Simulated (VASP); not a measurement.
# As in VASP: single point with PBE+D4

Aim: the single point of As with PBE+D4.

Program: VASP 6.6.1. These are calculated values, not measurements. Logs are shortened: lines on timing, memory, paths and dates and some standing lists are left out, and cuts for length are marked.

## 1. The cell of the first run

The cell holds a slab with vacuum, 2 atoms: a = 3.566 Å, b = 3.566 Å, c = 24.027 Å, α = 90.00°, β = 90.00°, γ = 120.00°.

## 2. Single point, PBE+D4

INCAR

```
PREC     = Accurate       # precision mode
ENCUT    = 400            # plane-wave cutoff, eV
EDIFF    = 1E-6           # SCF threshold, eV
ISMEAR   = 0              # smearing method
SIGMA    = 0.04           # smearing width, eV
LREAL    = False          # projectors in reciprocal space
LASPH    = True           # aspherical terms in the spheres
NELM     = 120            # most SCF steps
ALGO     = Normal         # electronic algorithm
ISIF     = 2              # what is computed and relaxed
LWAVE    = False          # write WAVECAR
LCHARG   = False          # write CHGCAR
LDIPOL   = True         
IDIPOL   = 3            
DIPOL    = 0.5 0.5 0.663
GGA      = PE             # functional
IVDW     = 13             # dispersion correction
NBANDS   = 12             # bands
GGA_COMPAT= False        
NELMDL   = -8
```

KPOINTS

```
regular mesh
0
Gamma
  12 12 1
```

POSCAR

```
As
1.0
    3.5655719534      0.0000000000      0.0000000000
   -1.7827859767      3.0878758907      0.0000000000
    0.0000000000      0.0000000000     24.0274036644
As
2
Direct
    0.6666666667      0.3333333333      0.6341407582
    0.3333333333      0.6666666667      0.6927735268
```

Potentials or basis: VASP PAW PBE potentials, release 64 (As).

Launch:

```console
> cat potpaw_PBE.64/As/POTCAR > POTCAR
> mpirun -np 1 vasp_std > vasp.out
```

OUTCAR:

```text
PREC = Accurate
   ENCUT = 400
   EDIFF = 1E-6
   ISMEAR = 0
   LREAL = False
   LASPH = True
   NELM = 120
   ISIF = 2
   GGA = PE
   IVDW = 13
   NELMDL = -8

 ion  position               nearest neighbor table
   1  0.667  0.333  0.634-   2 2.49   2 2.49   2 2.49
   2  0.333  0.667  0.693-   1 2.49   1 2.49   1 2.49

  LATTYP: Found a hexagonal cell.
 ALAT       =     3.5655719534
 C/A-ratio  =     6.7387235424

  Lattice vectors:

 A1 = (   3.5655719534,   0.0000000000,   0.0000000000)
 A2 = (  -1.7827859767,   3.0878758907,   0.0000000000)
 A3 = (   0.0000000000,   0.0000000000,  24.0274036644)

Analysis of symmetry for initial positions (statically):
=====================================================================
 Subroutine PRICEL returns:
 Original cell was already a primitive cell.

 Routine SETGRP: Setting up the symmetry group for a
 hexagonal supercell.

 Subroutine GETGRP returns: Found 12 space group operations
 (whereof  6 operations were pure point group operations)
 out of a pool of 24 trial point group operations.

The static configuration has the point symmetry C_3v.
 The point group associated with its full space group is D_3d.

Analysis of symmetry for dynamics (positions and initial velocities):
=====================================================================
 Subroutine PRICEL returns:
 Original cell was already a primitive cell.

 Routine SETGRP: Setting up the symmetry group for a
 hexagonal supercell.

 Subroutine GETGRP returns: Found 12 space group operations
 (whereof  6 operations were pure point group operations)
 out of a pool of 24 trial point group operations.

The dynamic configuration has the point symmetry C_3v.
 The point group associated with its full space group is D_3d.

 Subroutine INISYM returns: Found 12 space group operations
 (whereof  6 operations are pure point group operations),
 and found     1 'primitive' translations

----------------------------------------------------------------------------------------

                                     Primitive cell

  volume of cell :     264.5428

  direct lattice vectors                    reciprocal lattice vectors
     3.565571953  0.000000000  0.000000000     0.280459913  0.161923606  0.000000000
    -1.782785977  3.087875891  0.000000000     0.000000000  0.323847213  0.000000000
     0.000000000  0.000000000 24.027403664     0.000000000  0.000000000  0.041619145

  length of vectors
     3.565571953  3.565571953 24.027403664     0.323847213  0.323847213  0.041619145

  position of ions in fractional coordinates (direct lattice)
     0.666666667  0.333333333  0.634140758
     0.333333333  0.666666667  0.692773527

  ion indices of the primitive-cell ions
   primitive index   ion index
                 1           1
                 2           2

----------------------------------------------------------------------------------------

 KPOINTS: regular mesh

Automatic generation of k-mesh.
 Grid dimensions read from file:
 generate k-points for:   12   12    1

 Generating k-lattice:

  Cartesian coordinates                     Fractional coordinates (reciprocal lattice)
     0.023371659  0.013493634  0.000000000     0.083333333  0.000000000  0.000000000
     0.000000000  0.026987268  0.000000000     0.000000000  0.083333333  0.000000000
     0.000000000  0.000000000  0.041619145     0.000000000  0.000000000  1.000000000

  Length of vectors
     0.026987268  0.026987268  0.041619145

  Shift w.r.t. Gamma in fractional coordinates (k-lattice)
     0.000000000  0.000000000  0.000000000

 Subroutine IBZKPT returns following result:
 ===========================================

 Found     19 irreducible k-points:

 Following reciprocal coordinates:
            Coordinates               Weight
  0.000000  0.000000  0.000000      1.000000
  0.083333  0.000000  0.000000      6.000000
  0.166667 -0.000000  0.000000      6.000000
  0.250000  0.000000  0.000000      6.000000
  0.333333  0.000000  0.000000      6.000000
  0.416667  0.000000  0.000000      6.000000
[... 11 lines left out ...]
  0.333333  0.250000  0.000000     12.000000
  0.333333  0.333333  0.000000      2.000000
   k-points           NKPTS =     19   k-points in BZ     NKDIM =     19   number of bands    NBANDS=     12
   number of dos      NEDOS =    301   number of ions     NIONS =      2
   total plane-waves  NPLWV =  92160
   dimension x,y,z NGX =    24 NGY =   24 NGZ =  160
   dimension x,y,z NGXF=    48 NGYF=   48 NGZF=  320
   ions per type =               2
   NGX,Y,Z   is equivalent  to a cutoff of  11.19, 11.19, 11.07 a.u.
   NGXF,Y,Z  is equivalent  to a cutoff of  22.38, 22.38, 22.14 a.u.
 SYSTEM =  unknown system
   PREC   = accura    normal or accurate (medium, high low for compatibility)
   ISTART =      0    job   : 0-new  1-cont  2-samecut
   ICHARG =      2    charge: 1-file 2-atom 10-const
   ISPIN  =      1    spin polarized calculation?
   LNONCOLLINEAR =      F non collinear calculations
   LSORBIT =      F    spin-orbit coupling
   LASPH  =      T    aspherical Exc in radial PAW
   ENCUT  =  400.0 eV  29.40 Ry    5.42 a.u.   5.81  5.81 39.18*2*pi/ulx,y,z
   NELM   =    120;   NELMIN=  2; NELMDL= -8     # of ELM steps
   EDIFF  = 0.1E-05   stopping-criterion for ELM
   LREAL  =      F    real-space projection
   EDIFFG = 0.1E-04   stopping-criterion for IOM
   NSW    =      0    number of steps for IOM
   IBRION =     -1    ionic relax: 0-MD 1-quasi-New 2-CG
   NFREE  =      0    steps in history (QN), initial steepest desc. (CG)
   ISIF   =      2    stress and relaxation
   ISYM   =      2    0-nonsym 1-usesym 2-fastsym
   POTIM  = 0.5000    time-step for ionic-motion
   TEBEG  =    0.0;   TEEND  =   0.0 temperature during run
   PSTRESS=    0.0 pullay stress
   NELECT =      10.0000    total number of electrons
   NUPDOWN=      -1.0000    fix difference up-down
   EMIN   =  10.00;   EMAX   =-10.00  energy-range for DOS
   EFERMI =   0.00;   METHOD = LEGACY
   ISMEAR =     0;   SIGMA  =   0.04  broadening in eV -4-tet -1-fermi 0-gaus
   EFERMI_NEDOS =   21; number of points for ismear=-14 and -15
   IALGO  =     38    algorithm
   IMIX   =      4    mixing-type and parameters
     AMIX     =   0.40;   BMIX     =  1.00
     AMIX_MAG =   1.60;   BMIX_MAG =  1.00
  volume/ion in A,a.u.               =     132.27       892.61
  Fermi-wavevector in a.u.,A,eV,Ry     =   0.549426  1.038265  4.107182  0.301869
  Thomas-Fermi vector in A             =   1.580552
   LORBIT       =      0    0 simple, 1 ext, 2 COOP (PROOUT), +10 PAW based schemes
   GGA     = PE    functional components
   LHFCALC =     F    Hartree Fock is set to
   AEXX    =    0.0000 exact exchange contribution
   IVDW    =    13    specifies the selected vdW correction
   LEPSILON=     F    determine dielectric tensor
   LRPA    =     F    only Hartree local field effects (RPA)
 non-spin polarized calculation
 Gauss-broadening in eV      SIGMA  =   0.04
  energy-cutoff  :      400.00
  volume of cell :      264.54
 maximum number of plane-waves:      4844
 NGX is ok and might be reduce to    24
   NGX = 11   NGY = 11   NGZ = 79

 dipolmoment           0.000000      0.000000     -0.000000 electrons x Angstroem

 number of electron      10.0000000 magnetization

 dipolmoment           0.000000      0.000000      0.000001 electrons x Angstroem

 Free energy of the ion-electron system (eV)
  ---------------------------------------------------
  ext. energy  EPLUGINS =         0.00000000
  ---------------------------------------------------
  free energy    TOTEN  =        -9.32726708 eV

  energy without entropy =       -9.32726708  energy(sigma->0) =       -9.32726708

 E-fermi :  -3.4508     XC(G=0):  -2.2022

 val. band max:       -3.6194883485   @ k =   0.0000   0.0000   0.0000
 cond. band min:      -2.1262656306   @ k =   0.3333   0.0000   0.0000
 fundamental gap:      1.4932227179
 Fermi energy:        -3.4507691358

 k-point     1 :       0.0000    0.0000    0.0000
  band No.  band energies     occupation
      1     -17.3403      2.00000
      2     -10.9926      2.00000
      3      -4.4093      2.00000
      4      -3.6195      2.00000
      5      -3.6195      2.00000
      6      -1.5843      0.00000
      7      -0.1334      0.00000
      8      -0.1334      0.00000
      9       1.0790      0.00000
     10       1.3199      0.00000
     11       1.8367      0.00000
     12       2.2156      0.00000

 k-point     2 :       0.0833    0.0000    0.0000
  band No.  band energies     occupation
      1     -17.2453      2.00000
      2     -10.9717      2.00000
      3      -4.5399      2.00000
      4      -4.3594      2.00000
      5      -3.8357      2.00000
      6      -0.9916      0.00000
      7      -0.2342      0.00000
      8       0.0810      0.00000
      9       1.2236      0.00000
     10       1.4336      0.00000
     11       1.9462      0.00000
     12       2.3298      0.00000

 k-point     3 :       0.1667   -0.0000    0.0000
  band No.  band energies     occupation
      1     -16.9632      2.00000
      2     -10.9555      2.00000
      3      -5.9202      2.00000
      4      -4.3124      2.00000
      5      -4.2460      2.00000
      6      -1.4026      0.00000
      7       0.4664      0.00000
      8       0.4928      0.00000
      9       1.5718      0.00000
     10       1.7919      0.00000
     11       2.2695      0.00000
     12       2.6555      0.00000
[... 211 lines left out ...]
 k-point    18 :       0.3333    0.2500    0.0000
  band No.  band energies     occupation
      1     -14.3289      2.00000
      2     -13.0786      2.00000
      3      -7.9295      2.00000
      4      -6.2563      2.00000
      5      -5.3310      2.00000
      6      -1.5684      0.00000
      7       0.3327      0.00000
      8       0.9769      0.00000
      9       4.0914      0.00000
     10       4.6435      0.00000
     11       4.8611      0.00000
     12       5.4146      0.00000

 k-point    19 :       0.3333    0.3333    0.0000
  band No.  band energies     occupation
      1     -13.6853      2.00000
      2     -13.6853      2.00000
      3      -8.1693      2.00000
      4      -5.7730      2.00000
      5      -5.7730      2.00000
      6      -1.8253      0.00000
      7       0.8286      0.00000
      8       0.8286      0.00000
      9       4.3567      0.00000
     10       5.3323      0.00000
     11       5.3323      0.00000
     12       6.1168      0.00000

------------------------ aborting loop because EDIFF is reached ----------------------------------------

 vacuum level on the upper side and lower side of the slab       (xc-potential included)        -0.008        -0.008

  DFT-D4 for vdW energy calculation

  Edisp (eV):   -0.49483

  FORCE on cell =-STRESS in cart. coord.  units (eV):
  Direction    XX          YY          ZZ          XY          YZ          ZX
  --------------------------------------------------------------------------------------
  -------------------------------------------------------------------------------------
  Total       0.00878     0.00878    -0.06718     0.00000     0.00000    -0.00000
  in kB       0.05317     0.05317    -0.40685     0.00000     0.00000    -0.00000
  external pressure =       -0.10 kB  Pullay stress =        0.00 kB

 VOLUME and BASIS-vectors are now :
 -----------------------------------------------------------------------------
  energy-cutoff  :      400.00
  volume of cell :      264.54
      direct lattice vectors                 reciprocal lattice vectors
     3.565571953  0.000000000  0.000000000     0.280459913  0.161923606  0.000000000
    -1.782785977  3.087875891  0.000000000     0.000000000  0.323847213  0.000000000
     0.000000000  0.000000000 24.027403664     0.000000000  0.000000000  0.041619145

 POSITION                                       TOTAL-FORCE (eV/Angst)
 -----------------------------------------------------------------------------------
      1.78279      1.02929     15.23676         0.000000      0.000000      0.049579
     -0.00000      2.05858     16.64555        -0.000000     -0.000000     -0.049579
 -----------------------------------------------------------------------------------
    total drift:                               -0.000000      0.000000      0.000012

  FREE ENERGIE OF THE ION-ELECTRON SYSTEM (eV)
  ---------------------------------------------------
  free  energy   TOTEN  =        -9.8220967420 eV

  energy  without entropy=       -9.8220967419  energy(sigma->0) =       -9.82209674

 vacuum level on the upper side and lower side of the slab         1.582         1.581
```

Wall time 91 s (1 thread of Intel Xeon 8259CL, shared host); peak memory 0.28 GiB.

Results:

```yaml
Free_energy: -9.8221 eV
Largest_force: 0.050 eV/Å
Band_gap_on_the_k_mesh: 1.49 eV, indirect (least direct gap 2.04 eV)
Dispersion_energy_per_atom: -0.247 eV
```

Forces in eV/Å, atoms in the order of the input:
```
As   0.000  0.000  0.050
As   0.000  0.000 -0.050
```
